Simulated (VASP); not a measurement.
# Hf (I4/mmm) in VASP: a series of runs, part 2 of 2

VASP 6.6.1. The steps go on from the part before.

**4. Electric field gradients, PBE (zz strain of -1 %)**

Input file INCAR:

```
  PREC = Accurate
  ENCUT = 520
  EDIFF = 1E-8
  ISMEAR = -1
  SIGMA = 0.03
  LREAL = False
  LASPH = True
  NELM = 80
  ALGO = Normal
  ISIF = 2
  LWAVE = False
  LCHARG = False
  GGA = PE
  LEFG = True
  NBANDS = 11
```

Input file KPOINTS:

```
Automatic mesh
0
Gamma
  13 13 13
```

Input file POSCAR:

```
Hf
1.0
    0.0000000000      2.2200000000      2.1978000000
    2.2200000000      0.0000000000      2.1978000000
    2.2200000000      2.2200000000      0.0000000000
Hf
1
Direct
    0.0000000000      0.0000000000      0.0000000000
```

Potentials or basis: VASP PAW PBE potentials, release 64 (Hf_pv).

Run with:

```sh
> cat potpaw_PBE.64/Hf_pv/POTCAR > POTCAR
> mpirun -np 1 vasp_std > vasp.out
```

OUTCAR:

```text
PREC = Accurate
   ENCUT = 520
   EDIFF = 1E-8
   ISMEAR = -1
   LREAL = False
   LASPH = True
   NELM = 80
   ISIF = 2
   GGA = PE

 ion  position               nearest neighbor table
   1  0.000  0.000  0.000-

  LATTYP: Found a body centered tetragonal cell.
 ALAT       =     3.1395541085
 C/A-ratio  =     1.4000714267

  Lattice vectors:

 A1 = (   0.0000000000,  -2.2200000000,  -2.1978000000)
 A2 = (   0.0000000000,   2.2200000000,  -2.1978000000)
 A3 = (   2.2200000000,   0.0000000000,   2.1978000000)

Analysis of symmetry for initial positions (statically):
=====================================================================
 Subroutine PRICEL returns:
 Original cell was already a primitive cell.

 Routine SETGRP: Setting up the symmetry group for a
 body centered tetragonal supercell.

 Subroutine GETGRP returns: Found 16 space group operations
 (whereof 16 operations were pure point group operations)
 out of a pool of 16 trial point group operations.

The static configuration has the point symmetry D_4h.

Analysis of symmetry for dynamics (positions and initial velocities):
=====================================================================
 Subroutine PRICEL returns:
 Original cell was already a primitive cell.

 Routine SETGRP: Setting up the symmetry group for a
 body centered tetragonal supercell.

 Subroutine GETGRP returns: Found 16 space group operations
 (whereof 16 operations were pure point group operations)
 out of a pool of 16 trial point group operations.

The dynamic configuration has the point symmetry D_4h.

 Subroutine INISYM returns: Found 16 space group operations
 (whereof 16 operations are pure point group operations),
 and found     1 'primitive' translations

----------------------------------------------------------------------------------------

                                     Primitive cell

  volume of cell :      21.6633

  direct lattice vectors                    reciprocal lattice vectors
     0.000000000  2.220000000  2.197800000    -0.225225225  0.225225225  0.227500228
     2.220000000  0.000000000  2.197800000     0.225225225 -0.225225225  0.227500228
     2.220000000  2.220000000  0.000000000     0.225225225  0.225225225 -0.227500228

  length of vectors
     3.123895779  3.123895779  3.139554108     0.391419414  0.391419414  0.391419414

  position of ions in fractional coordinates (direct lattice)
     0.000000000  0.000000000  0.000000000

  ion indices of the primitive-cell ions
   primitive index   ion index
                 1           1

----------------------------------------------------------------------------------------

 KPOINTS: Automatic mesh

Automatic generation of k-mesh.
 Grid dimensions read from file:
 generate k-points for:   13   13   13

 Generating k-lattice:

  Cartesian coordinates                     Fractional coordinates (reciprocal lattice)
[... 63 lines left out ...]
   NSW    =      0    number of steps for IOM
   IBRION =     -1    ionic relax: 0-MD 1-quasi-New 2-CG
   NFREE  =      0    steps in history (QN), initial steepest desc. (CG)
   ISIF   =      2    stress and relaxation
   ISYM   =      2    0-nonsym 1-usesym 2-fastsym
   POTIM  = 0.5000    time-step for ionic-motion
   TEBEG  =    0.0;   TEEND  =   0.0 temperature during run
   PSTRESS=    0.0 pullay stress
   NELECT =      10.0000    total number of electrons
   NUPDOWN=      -1.0000    fix difference up-down
   EMIN   =  10.00;   EMAX   =-10.00  energy-range for DOS
   EFERMI =   0.00;   METHOD = LEGACY
   ISMEAR =    -1;   SIGMA  =   0.03  broadening in eV -4-tet -1-fermi 0-gaus
   EFERMI_NEDOS =   21; number of points for ismear=-14 and -15
   IALGO  =     38    algorithm
   IMIX   =      4    mixing-type and parameters
     AMIX     =   0.40;   BMIX     =  1.00
     AMIX_MAG =   1.60;   BMIX_MAG =  1.00
  volume/ion in A,a.u.               =      21.66       146.19
  Fermi-wavevector in a.u.,A,eV,Ry     =   1.265222  2.390923 21.780031  1.600787
  Thomas-Fermi vector in A             =   2.398487
   LORBIT       =      0    0 simple, 1 ext, 2 COOP (PROOUT), +10 PAW based schemes
   GGA     = PE    functional components
   LHFCALC =     F    Hartree Fock is set to
   AEXX    =    0.0000 exact exchange contribution
   IVDW    =     0    specifies the selected vdW correction
   LEPSILON=     F    determine dielectric tensor
   LRPA    =     F    only Hartree local field effects (RPA)
 non-spin polarized calculation
  energy-cutoff  :      520.00
  volume of cell :       21.66
 maximum number of plane-waves:       596
   NGX = 11   NGY = 11   NGZ = 11

 number of electron      10.0000000 magnetization

 Free energy of the ion-electron system (eV)
  ---------------------------------------------------
  ext. energy  EPLUGINS =         0.00000000
  ---------------------------------------------------
  free energy    TOTEN  =        -9.84573829 eV

  energy without entropy =       -9.84146209  energy(sigma->0) =       -9.84360019

 E-fermi :   4.9513     XC(G=0): -11.4330

 val. band max:        4.9499674602   @ k =  -0.1538  -0.0000   0.1538
 cond. band min:       4.9557870112   @ k =  -0.2308   0.0769   0.0000
 fundamental gap:      0.0058195510
 Fermi energy:         4.9512502726

 k-point     1 :       0.0000    0.0000    0.0000
  band No.  band energies     occupation
      1     -24.9312      2.00000
      2     -24.9300      2.00000
      3     -24.9300      2.00000
      4      -2.3533      2.00000
      5       6.3447      0.00000
      6       6.3447      0.00000
      7       6.4631      0.00000
      8       9.2043      0.00000
      9       9.3759      0.00000
     10      16.3901      0.00000
     11      18.1458      0.00000
[... 309 lines left out ...]
 k-point    24 :       0.4615    0.1538    0.0000
  band No.  band energies     occupation
      1     -25.7257      2.00000
      2     -25.1469      2.00000
      3     -25.1038      2.00000
      4       1.7653      2.00000
      5       4.4988      2.00000
      6       5.6802      0.00000
      7       6.9171      0.00000
      8      11.1421      0.00000
      9      11.6221      0.00000
     10      14.8844      0.00000
     11      18.1219      0.00000

 [... further k-points ...]
[... 5 lines left out ...]
  --------------------------------------------------------------------------------------
  -------------------------------------------------------------------------------------
  Total        0.5339310      0.5339310      0.5561660      0.0000000     -0.0000000      0.0000000
  in kB       39.4885885     39.4885885     41.1330519      0.0000000     -0.0000000      0.0000000
  external PRESSURE =      40.0367430 kB  Pullay stress =       0.0000000 kB

 VOLUME and BASIS-vectors are now :
 -----------------------------------------------------------------------------
  energy-cutoff  :      520.00
  volume of cell :       21.66
      direct lattice vectors                 reciprocal lattice vectors
     0.000000000  2.220000000  2.197800000    -0.225225225  0.225225225  0.227500228
     2.220000000  0.000000000  2.197800000     0.225225225 -0.225225225  0.227500228
     2.220000000  2.220000000  0.000000000     0.225225225  0.225225225 -0.227500228

 POSITION                                       TOTAL-FORCE (eV/Angst)
 -----------------------------------------------------------------------------------
      0.00000      0.00000      0.00000         0.000000      0.000000     -0.000000
 -----------------------------------------------------------------------------------
    total drift:                               -0.000000      0.000000     -0.000000

  FREE ENERGIE OF THE ION-ELECTRON SYSTEM (eV)
  ---------------------------------------------------
  free  energy   TOTEN  =        -9.8457382877 eV

  energy  without entropy=       -9.8414620901  energy(sigma->0) =       -9.84360019

 Electric field gradients (V/A^2)
---------------------------------------------------------------------
 ion       V_xx      V_yy      V_zz      V_xy      V_xz      V_yz
---------------------------------------------------------------------
   1      -5.802    -5.802    11.605    -0.000    -0.000    -0.000
---------------------------------------------------------------------

 Electric field gradients after diagonalization (V/A^2)
 (convention: |V_zz| > |V_xx| > |V_yy|)
----------------------------------------------------------------------
 ion       V_xx      V_yy      V_zz     asymmetry (V_yy - V_xx)/ V_zz
----------------------------------------------------------------------
   1      -5.802    -5.802    11.605       0.000
----------------------------------------------------------------------

           NMR quadrupolar parameters

 Cq : quadrupolar parameter    Cq=e*Q*V_zz/h
 eta: asymmetry parameters     (V_yy - V_xx)/ V_zz
 Q  : nuclear electric quadrupole moment in mb (millibarn)
----------------------------------------------------------------------
 ion       Cq(MHz)       eta       Q (mb)
----------------------------------------------------------------------
   1       0.028       0.000       1.000
----------------------------------------------------------------------
```

OSZICAR:

```text
N       E                     dE             d eps       ncg     rms          rms(c)
DAV:   1     0.130861678525E+02    0.13086E+02   -0.56991E+03  4360   0.841E+02
DAV:   2    -0.972589642976E+01   -0.22812E+02   -0.22170E+02  5566   0.156E+02
DAV:   3    -0.101611585507E+02   -0.43526E+00   -0.42901E+00  5457   0.146E+01
DAV:   4    -0.101627606106E+02   -0.16021E-02   -0.16018E-02  4962   0.110E+00
DAV:   5    -0.101627692761E+02   -0.86656E-05   -0.86661E-05  5559   0.705E-02    0.465E+01
DAV:   6    -0.992909675198E+01    0.23367E+00   -0.19517E-01  4867   0.334E+00    0.278E+01
DAV:   7    -0.984919596219E+01    0.79901E-01   -0.30945E-01  5002   0.407E+00    0.150E+00
DAV:   8    -0.984571277674E+01    0.34832E-02   -0.22666E-02  4909   0.104E+00    0.440E-01
DAV:   9    -0.984573742574E+01   -0.24649E-04   -0.36079E-04  5154   0.148E-01    0.623E-02
DAV:  10    -0.984573817231E+01   -0.74657E-06   -0.15255E-05  5026   0.321E-02    0.476E-02
DAV:  11    -0.984573828449E+01   -0.11218E-06   -0.19230E-06  5177   0.108E-02    0.376E-03
DAV:  12    -0.984573832891E+01   -0.44419E-07   -0.36249E-08  5168   0.180E-03    0.209E-03
DAV:  13    -0.984573828333E+01    0.45573E-07   -0.45039E-10  3143   0.208E-04    0.599E-05
DAV:  14    -0.984573828773E+01   -0.43951E-08   -0.40403E-11  2819   0.605E-05
   1 F= -.98457383E+01 E0= -.98436002E+01  d E =-.427620E-02
```

stdout:

```text
POSCAR found type information on POSCAR Hf
 POSCAR found :  1 types and       1 ions
 scaLAPACK will be used
 LDA part: xc-table for (Slater+PW92), standard interpolation
 POSCAR, INCAR and KPOINTS ok, starting setup
 FFT: planning ... GRIDC
 FFT: planning ... GRID_SOFT
 FFT: planning ... GRID
 WAVECAR not read
 entering main loop
ion   1
```

Wall time 50 s (1 thread of Intel Xeon 8259CL, shared host); peak memory 0.17 GiB.

What came out:

| Item | Value |
| --- | --- |
| Free energy | -9.8457 eV |
| Pressure | 4.0 GPa |
| Band gap on the k mesh | zero (band 5 reaches 6.34 eV, above the bottom of band 6 at 4.37 eV) |

Electric field gradients, principal values (V/Å²):
| atom | least | middle | greatest (by size) |
| --- | --- | --- | --- |
| 1 Hf | -5.802 | -5.802 | 11.605 |

Caveat: the cell differs from its parent crystal (zz strain of -1 %); without QUAD_EFG the Cq values of the log hold for a quadrupole moment of 1 mb, not for the nuclei; spin-orbit coupling is left out, which moves the levels of the heavy elements.
